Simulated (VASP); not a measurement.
# CuO (P-6m2) in VASP: further runs

The runs below take CuO through single point, with r2SCAN+U.

Everything below comes from runs of VASP 6.6.1. Logs are shortened: lines on timing, memory, paths and dates and some standing lists are left out, and cuts for length are marked.

### 1 The cell of the first run

Symmetry: P-6m2, No. 187, hexagonal system. The conventional cell has a = 2.836 Å, b = 2.836 Å, c = 2.768 Å, α = 90.00°, β = 90.00°, γ = 120.00°. Within 2.9 Å of Cu (site symmetry -6m2) lie 6 O at 2.14 Å and 8 Cu at 2.77 to 2.84 Å. Within 2.9 Å of O (site symmetry -6m2) lie 6 Cu at 2.14 Å and 8 O at 2.77 to 2.84 Å.

### 2 Single point, r2SCAN+U, collinear spin

Contents of POSCAR:

```
CuO
1.0
    2.8363251100      0.0000000000      0.0000000000
   -1.4181625500      2.4563296000      0.0000000000
    0.0000000000      0.0000000000      2.7681127800
Cu O
1 1
Direct
    0.0000000000      0.0000000000      0.0000000000
    0.6666666667      0.3333333333      0.5000000000
```

Contents of INCAR.step1:

```
ALGO = Normal
EDIFF = 1E-5
ENCUT = 770
GGA = PE
GGA_COMPAT = False
ISMEAR = 0
ISPIN = 2
LASPH = True
LCHARG = False
LDAU = True
LDAUJ = 0 0
LDAUL = 2 -1
LDAUTYPE = 2
LDAUU = 4 0
LMAXMIX = 4
LREAL = False
LWAVE = True
MAGMOM = 1 0
NBANDS = 24
NELM = 200
PREC = Accurate
SIGMA = 0.05
```

Contents of INCAR.step2:

```
ALGO = Normal
EDIFF = 1E-6
ENCUT = 770
GGA_COMPAT = False
ISIF = 2
ISMEAR = 0
ISPIN = 2
ISTART = 1
LASPH = True
LCHARG = False
LDAU = True
LDAUJ = 0 0
LDAUL = 2 -1
LDAUPRINT = 1
LDAUTYPE = 2
LDAUU = 4 0
LMAXMIX = 4
LMIXTAU = True
LORBIT = 11
LREAL = False
LWAVE = False
MAGMOM = 1 0
METAGGA = R2SCAN
NBANDS = 24
NELM = 200
PREC = Accurate
SIGMA = 0.05
```

Contents of KPOINTS:

```
k-points
0
Gamma
  8 8 7
```

Potentials or basis: VASP PAW PBE potentials, release 64 (Cu_sv_GW, O).

Launch:

```bash
cat potpaw_PBE.64/Cu_sv_GW/POTCAR potpaw_PBE.64/O/POTCAR > POTCAR
cp INCAR.step1 INCAR
mpirun -np 1 vasp_std > vasp.out
cp INCAR.step2 INCAR
mpirun -np 1 vasp_std > vasp.out
```

OUTCAR:

```text
EDIFF = 1E-6
   ENCUT = 770
   ISIF = 2
   ISMEAR = 0
   ISPIN = 2
   ISTART = 1
   LASPH = True
   LORBIT = 11
   LREAL = False
   METAGGA = R2SCAN
   NELM = 200
   PREC = Accurate

 ion  position               nearest neighbor table
   1  0.000  0.000  0.000-   2 2.14   2 2.14   2 2.14   2 2.14   2 2.14   2 2.14
   2  0.667  0.333  0.500-   1 2.14   1 2.14   1 2.14   1 2.14   1 2.14   1 2.14

  LATTYP: Found a hexagonal cell.
 ALAT       =     2.8363251100
 C/A-ratio  =     0.9759504544

  Lattice vectors:

 A1 = (   2.8363251100,   0.0000000000,   0.0000000000)
 A2 = (  -1.4181625500,   2.4563296000,   0.0000000000)
 A3 = (   0.0000000000,   0.0000000000,   2.7681127800)

Analysis of symmetry for initial positions (statically):
=====================================================================
 Subroutine PRICEL returns:
 Original cell was already a primitive cell.

 Routine SETGRP: Setting up the symmetry group for a
 hexagonal supercell.

 Subroutine GETGRP returns: Found 12 space group operations
 (whereof 12 operations were pure point group operations)
 out of a pool of 24 trial point group operations.

The static configuration has the point symmetry D_3h.

Analysis of symmetry for dynamics (positions and initial velocities):
=====================================================================
 Subroutine PRICEL returns:
 Original cell was already a primitive cell.

 Routine SETGRP: Setting up the symmetry group for a
 hexagonal supercell.

 Subroutine GETGRP returns: Found 12 space group operations
 (whereof 12 operations were pure point group operations)
 out of a pool of 24 trial point group operations.

The dynamic configuration has the point symmetry D_3h.

Analysis of structural, dynamic, and magnetic symmetry:
=====================================================================
 Subroutine PRICEL returns:
 Original cell was already a primitive cell.

 Routine SETGRP: Setting up the symmetry group for a
 hexagonal supercell.

 Subroutine GETGRP returns: Found 12 space group operations
 (whereof 12 operations were pure point group operations)
 out of a pool of 24 trial point group operations.

The overall configuration has the point symmetry D_3h.

 Subroutine INISYM returns: Found 12 space group operations
 (whereof 12 operations are pure point group operations),
 and found     1 'primitive' translations

----------------------------------------------------------------------------------------

                                     Primitive cell

  volume of cell :      19.2853

  direct lattice vectors                    reciprocal lattice vectors
     2.836325110  0.000000000  0.000000000     0.352568892  0.203555744  0.000000000
    -1.418162550  2.456329600  0.000000000     0.000000000  0.407111489  0.000000000
     0.000000000  0.000000000  2.768112780     0.000000000  0.000000000  0.361256957

  length of vectors
     2.836325110  2.836325109  2.768112780     0.407111488  0.407111489  0.361256957

  position of ions in fractional coordinates (direct lattice)
     0.000000000  0.000000000  0.000000000
     0.666666667  0.333333333  0.500000000

  ion indices of the primitive-cell ions
[... 64 lines left out ...]
   NGXF,Y,Z  is equivalent  to a cutoff of  32.82, 32.82, 33.63 a.u.
 SYSTEM =  unknown system
   PREC   = accura    normal or accurate (medium, high low for compatibility)
   ISTART =      1    job   : 0-new  1-cont  2-samecut
   ICHARG =      0    charge: 1-file 2-atom 10-const
   ISPIN  =      2    spin polarized calculation?
   LNONCOLLINEAR =      F non collinear calculations
   LSORBIT =      F    spin-orbit coupling
   LASPH  =      T    aspherical Exc in radial PAW
   ENCUT  =  770.0 eV  56.59 Ry    7.52 a.u.   6.42  6.42  6.26*2*pi/ulx,y,z
   NELM   =    200;   NELMIN=  2; NELMDL=  0     # of ELM steps
   EDIFF  = 0.1E-05   stopping-criterion for ELM
   LREAL  =      F    real-space projection
   EDIFFG = 0.1E-04   stopping-criterion for IOM
   NSW    =      0    number of steps for IOM
   IBRION =     -1    ionic relax: 0-MD 1-quasi-New 2-CG
   NFREE  =      0    steps in history (QN), initial steepest desc. (CG)
   ISIF   =      2    stress and relaxation
   ISYM   =      2    0-nonsym 1-usesym 2-fastsym
   POTIM  = 0.5000    time-step for ionic-motion
   TEBEG  =    0.0;   TEEND  =   0.0 temperature during run
   PSTRESS=    0.0 pullay stress
   NELECT =      25.0000    total number of electrons
   NUPDOWN=      -1.0000    fix difference up-down
   EMIN   =  10.00;   EMAX   =-10.00  energy-range for DOS
   EFERMI =   0.00;   METHOD = LEGACY
   ISMEAR =     0;   SIGMA  =   0.05  broadening in eV -4-tet -1-fermi 0-gaus
   EFERMI_NEDOS =   21; number of points for ismear=-14 and -15
   IALGO  =     38    algorithm
   IMIX   =      4    mixing-type and parameters
     AMIX     =   0.40;   BMIX     =  1.00
     AMIX_MAG =   1.60;   BMIX_MAG =  1.00
  volume/ion in A,a.u.               =       9.64        65.07
  Fermi-wavevector in a.u.,A,eV,Ry     =   1.785032  3.373221 43.352781  3.186339
  Thomas-Fermi vector in A             =   2.848898
   LORBIT       =     11    0 simple, 1 ext, 2 COOP (PROOUT), +10 PAW based schemes
 LDA+U is selected, type is set to LDAUTYPE =  2
   angular momentum for each species LDAUL =     2   -1
   U (eV)           for each species LDAUU =   4.0  0.0
   J (eV)           for each species LDAUJ =   0.0  0.0
   METAGGA = R2SCAN    functional components
   LHFCALC =     F    Hartree Fock is set to
   AEXX    =    0.0000 exact exchange contribution
   IVDW    =     0    specifies the selected vdW correction
   LEPSILON=     F    determine dielectric tensor
   LRPA    =     F    only Hartree local field effects (RPA)
 spin polarized calculation
 Gauss-broadening in eV      SIGMA  =   0.05
  energy-cutoff  :      770.00
  volume of cell :       19.29
 maximum number of plane-waves:       949
 NGX is ok and might be reduce to    28
   NGX = 13   NGY = 13   NGZ = 13

atom =   1  type =  1  l = 2

 onsite density matrix

spin component  1

  0.9477 -0.0000 -0.0000 -0.0000  0.0000
 -0.0000  0.9693  0.0000  0.0000 -0.0000
 -0.0000  0.0000  0.9469  0.0000  0.0000
 -0.0000  0.0000  0.0000  0.9693  0.0000
  0.0000 -0.0000  0.0000  0.0000  0.9477

spin component  2

  0.9237 -0.0000 -0.0000  0.0000  0.0000
 -0.0000  0.7126 -0.0000  0.0000  0.0000
 -0.0000 -0.0000  0.9451 -0.0000  0.0000
  0.0000  0.0000 -0.0000  0.7126 -0.0000
  0.0000  0.0000  0.0000 -0.0000  0.9237

 occupancies and eigenvectors

  o =  0.7126  v =  0.0000  0.0000  0.0000  0.0000  0.0000  0.0000  0.6081  0.0000 -0.7938  0.0000      0.0000  0.0000  0.0000  0.0000  0.0000  0.0000  0.0000  0.0000  0.0000  0.0000
  o =  0.7126  v =  0.0000  0.0000  0.0000  0.0000  0.0000 -0.0000  0.7938  0.0000  0.6081  0.0000      0.0000  0.0000  0.0000  0.0000  0.0000  0.0000  0.0000  0.0000  0.0000  0.0000
  o =  0.9237  v =  0.0000  0.0000  0.0000  0.0000  0.0000  0.9858  0.0000  0.0000 -0.0000 -0.1681      0.0000  0.0000  0.0000  0.0000  0.0000  0.0000  0.0000  0.0000  0.0000  0.0000
  o =  0.9237  v =  0.0000  0.0000  0.0000  0.0000  0.0000 -0.1681  0.0000  0.0000 -0.0000 -0.9858      0.0000  0.0000  0.0000  0.0000  0.0000  0.0000  0.0000  0.0000  0.0000  0.0000
  o =  0.9451  v =  0.0000  0.0000  0.0000  0.0000  0.0000 -0.0000 -0.0000  1.0000 -0.0000  0.0000      0.0000  0.0000  0.0000  0.0000  0.0000  0.0000  0.0000  0.0000  0.0000  0.0000
  o =  0.9469  v = -0.0000 -0.0000 -1.0000  0.0000  0.0000  0.0000  0.0000  0.0000  0.0000  0.0000      0.0000  0.0000  0.0000  0.0000  0.0000  0.0000  0.0000  0.0000  0.0000  0.0000
  o =  0.9477  v = -0.2688  0.0000  0.0000 -0.0000 -0.9632  0.0000  0.0000  0.0000  0.0000  0.0000      0.0000  0.0000  0.0000  0.0000  0.0000  0.0000  0.0000  0.0000  0.0000  0.0000
  o =  0.9477  v =  0.9632  0.0000 -0.0000 -0.0000 -0.2688  0.0000  0.0000  0.0000  0.0000  0.0000      0.0000  0.0000  0.0000  0.0000  0.0000  0.0000  0.0000  0.0000  0.0000  0.0000
  o =  0.9693  v =  0.0000  0.6081 -0.0000 -0.7938  0.0000  0.0000  0.0000  0.0000  0.0000  0.0000      0.0000  0.0000  0.0000  0.0000  0.0000  0.0000  0.0000  0.0000  0.0000  0.0000
  o =  0.9693  v = -0.0000  0.7938 -0.0000  0.6081  0.0000  0.0000  0.0000  0.0000  0.0000  0.0000      0.0000  0.0000  0.0000  0.0000  0.0000  0.0000  0.0000  0.0000  0.0000  0.0000

 number of electron      25.0000004 magnetization       1.0000000

 Free energy of the ion-electron system (eV)
  ---------------------------------------------------
  ext. energy  EPLUGINS =         0.00000000
  ---------------------------------------------------
  free energy    TOTEN  =       -15.98227510 eV

  energy without entropy =      -15.98155694  energy(sigma->0) =      -15.98191602

 E-fermi :   5.3109     XC(G=0): -13.4355

 val. band max:        5.2847308512   @ k =   0.1250  -0.0000   0.2857
 cond. band min:       5.3179738139   @ k =   0.1250   0.1250   0.0000
 fundamental gap:      0.0332429627
 Fermi energy:         5.3109284638

 spin component 1

 k-point     1 :       0.0000    0.0000    0.0000
  band No.  band energies     occupation
      1    -110.2233      1.00000
      2     -66.3315      1.00000
      3     -65.9561      1.00000
      4     -65.9561      1.00000
      5     -15.2487      1.00000
      6       0.7201      1.00000
[... 1289 lines left out ...]
     23      40.7191      0.00000
     24      42.3487      0.00000

 [... further k-points ...]
[... 5 lines left out ...]
  --------------------------------------------------------------------------------------
  -------------------------------------------------------------------------------------
  Total       -0.5445239     -0.5445239     -2.0967073     -0.0000000     -0.0000000     -0.0000000
  in kB      -45.2377591    -45.2377591   -174.1894979     -0.0000001     -0.0000000     -0.0000000
  external PRESSURE =     -88.2216720 kB  Pullay stress =       0.0000000 kB

 VOLUME and BASIS-vectors are now :
 -----------------------------------------------------------------------------
  energy-cutoff  :      770.00
  volume of cell :       19.29
      direct lattice vectors                 reciprocal lattice vectors
     2.836325110  0.000000000  0.000000000     0.352568892  0.203555744  0.000000000
    -1.418162550  2.456329600  0.000000000     0.000000000  0.407111489  0.000000000
     0.000000000  0.000000000  2.768112780     0.000000000  0.000000000  0.361256957

 POSITION                                       TOTAL-FORCE (eV/Angst)
 -----------------------------------------------------------------------------------
      0.00000      0.00000      0.00000        -0.000000      0.000000      0.000000
      1.41816      0.81878      1.38406         0.000000      0.000000      0.000000
 -----------------------------------------------------------------------------------
    total drift:                               -0.000000      0.000000      0.000000

  FREE ENERGIE OF THE ION-ELECTRON SYSTEM (eV)
  ---------------------------------------------------
  free  energy   TOTEN  =       -15.9822750958 eV

  energy  without entropy=      -15.9815569414  energy(sigma->0) =      -15.98191602

 total charge

# of ion       s       p       d       f       tot
--------------------------------------------------
    1        2.170   6.285   8.974   0.008  17.437
    2        1.580   3.355   0.000   0.000   4.935
--------------------------------------------------
tot          3.750   9.641   8.974   0.008  22.372

 magnetization (x)

# of ion       s       p       d       f       tot
--------------------------------------------------
    1       -0.011  -0.012   0.563   0.000   0.540
    2        0.008   0.450   0.000   0.000   0.459
--------------------------------------------------
tot         -0.003   0.438   0.563   0.000   0.999
```

It took 5.8 min on 1 thread of AMD EPYC 7R43 (Zen 3), shared host; peak memory 0.19 GiB.

What came out:

* Free energy: -15.9823 eV
* Pressure: -8.8 GPa
* Band gap on the k mesh: zero (filled and empty bands overlap)
* Net moment: 1.00 μB per cell
* Site moments: Cu +0.54; O +0.46 μB
* Valence electrons inside the program's atomic spheres: Cu 17.44; O 4.93

Stress tensor (GPa, compression positive):
```
 -4.52   0.00   0.00
  0.00  -4.52   0.00
  0.00   0.00 -17.42
```

Levels at points of the mesh, in eV from the Fermi level:
Spin up:
```csv
k point,band 11,band 12,band 13,band 14,band 15,band 16
"(0.00, 0.00, 0.00)",-3.07,-1.00,-1.00,1.64,15.84,17.64
"(0.50, 0.00, 0.00)",-2.53,-2.39,-0.76,6.71,9.42,16.03
```
Spin down:
| k point | band 10 | band 11 | band 12 | band 13 | band 14 | band 15 |
| --- | --- | --- | --- | --- | --- | --- |
| (0.00, 0.00, 0.00) | -1.13 | -1.13 | 0.08 | 0.08 | 1.93 | 15.96 |
| (0.50, 0.00, 0.00) | -1.97 | -1.57 | -1.25 | 1.03 | 6.86 | 10.09 |

Eigenvalues of the final occupation matrices:
```tsv
site	spin	trace	eigenvalues
site 1 d	1	4.78	0.95 0.95 0.95 0.97 0.97
site 1 d	2	4.22	0.71 0.71 0.92 0.92 0.95
```

Caveat: the cell stands under tension; the PAW data sets were made with another functional, which shifts forces and pressure a little; a cell with one magnetic atom can't hold antiferromagnetic order, which such compounds often take.

### 3 Single point, r2SCAN+U, collinear spin, ferromagnetic start

POSCAR is that of step 2.

Contents of INCAR.step1:

```
PREC     = Accurate       # precision mode
ENCUT    = 770            # plane-wave cutoff, eV
ISMEAR   = 0              # smearing method
SIGMA    = 0.05           # smearing width, eV
LREAL    = False          # projectors in reciprocal space
LASPH    = True           # aspherical terms in the spheres
NELM     = 200            # most SCF steps
ISPIN    = 2              # spin polarisation
MAGMOM   = 0.55 0.58      # initial moments
LMAXMIX  = 4              # l up to which the mixer works
LDAU     = True           # DFT+U
LDAUTYPE = 2            
LDAUL    = 2 -1           # shell
LDAUU    = 4 0            # U, eV
LDAUJ    = 0 0          
NBANDS   = 24             # bands
GGA      = PE             # functional
ALGO     = Normal         # electronic algorithm
EDIFF    = 1E-5           # SCF threshold, eV
LWAVE    = True           # write WAVECAR
LCHARG   = False          # write CHGCAR
GGA_COMPAT= False
```

Contents of INCAR.step2:

```
PREC     = Accurate       # precision mode
ENCUT    = 770            # plane-wave cutoff, eV
EDIFF    = 1E-6           # SCF threshold, eV
ISMEAR   = 0              # smearing method
SIGMA    = 0.05           # smearing width, eV
LREAL    = False          # projectors in reciprocal space
LASPH    = True           # aspherical terms in the spheres
NELM     = 200            # most SCF steps
ALGO     = Normal         # electronic algorithm
ISIF     = 2              # what is computed and relaxed
LWAVE    = False          # write WAVECAR
LCHARG   = True           # write CHGCAR
ISPIN    = 2              # spin polarisation
MAGMOM   = 0.55 0.58      # initial moments
LORBIT   = 11             # projections on sites
LMAXMIX  = 4              # l up to which the mixer works
LDAU     = True           # DFT+U
LDAUTYPE = 2            
LDAUL    = 2 -1           # shell
LDAUU    = 4 0            # U, eV
LDAUJ    = 0 0          
LDAUPRINT= 1            
METAGGA  = R2SCAN         # meta-GGA
LMIXTAU  = True         
LELF     = True           # ELF
LVHAR    = True         
NBANDS   = 24             # bands
ISTART   = 1            
GGA_COMPAT= False
```

Contents of KPOINTS:

```
Automatic mesh
0
Gamma
  8 8 7
```

Potentials or basis: VASP PAW PBE potentials, release 64 (Cu_sv_GW, O).

Launch:

```bash
cat potpaw_PBE.64/Cu_sv_GW/POTCAR potpaw_PBE.64/O/POTCAR > POTCAR
cp INCAR.step1 INCAR
mpirun -np 1 vasp_std > vasp.out
cp INCAR.step2 INCAR
mpirun -np 1 vasp_std > vasp.out
```

Wall time 2.3 min (1 thread of Intel Xeon 6975P-C (Granite Rapids), shared host); peak memory 0.23 GiB.

The run converged. Its results:

```
Free energy                                           : -15.9823 eV
Pressure                                              : -8.8 GPa
Band gap on the k mesh                                : zero (filled and empty bands overlap)
Net moment                                            : 1.00 μB per cell
Site moments                                          : Cu +0.54; O +0.46 μB
Valence electrons inside the program's atomic spheres : Cu 17.44; O 4.93
```

Stress tensor (GPa, compression positive):
```
 -4.52   0.00   0.00
  0.00  -4.52   0.00
  0.00   0.00 -17.42
```

Levels at points of the mesh, in eV from the Fermi level:
Spin up:
| k point | band 10 | band 11 | band 12 | band 13 | band 14 | band 15 | band 16 | band 17 |
| --- | --- | --- | --- | --- | --- | --- | --- | --- |
| (0.00, 0.00, 0.00) | -3.50 | -3.07 | -1.00 | -1.00 | 1.64 | 15.84 | 17.64 | 17.64 |
| (0.50, 0.00, 0.00) | -3.56 | -2.53 | -2.39 | -0.76 | 6.71 | 9.42 | 16.03 | 18.27 |
Spin down:
```tsv
k point	band 9	band 10	band 11	band 12	band 13	band 14	band 15	band 16
(0.00, 0.00, 0.00)	-2.10	-1.13	-1.13	0.08	0.08	1.93	15.96	17.71
(0.50, 0.00, 0.00)	-2.73	-1.97	-1.57	-1.25	1.03	6.86	10.09	16.18
```

Eigenvalues of the final occupation matrices:
```tsv
site	spin	trace	eigenvalues
site 1 d	1	4.78	0.95 0.95 0.95 0.97 0.97
site 1 d	2	4.22	0.71 0.71 0.92 0.92 0.95
```

Caveat: the cell stands under tension; the PAW data sets were made with another functional, which shifts forces and pressure a little; a cell with one magnetic atom can't hold antiferromagnetic order, which such compounds often take. The state reached can hang on the start; a lower one may exist.
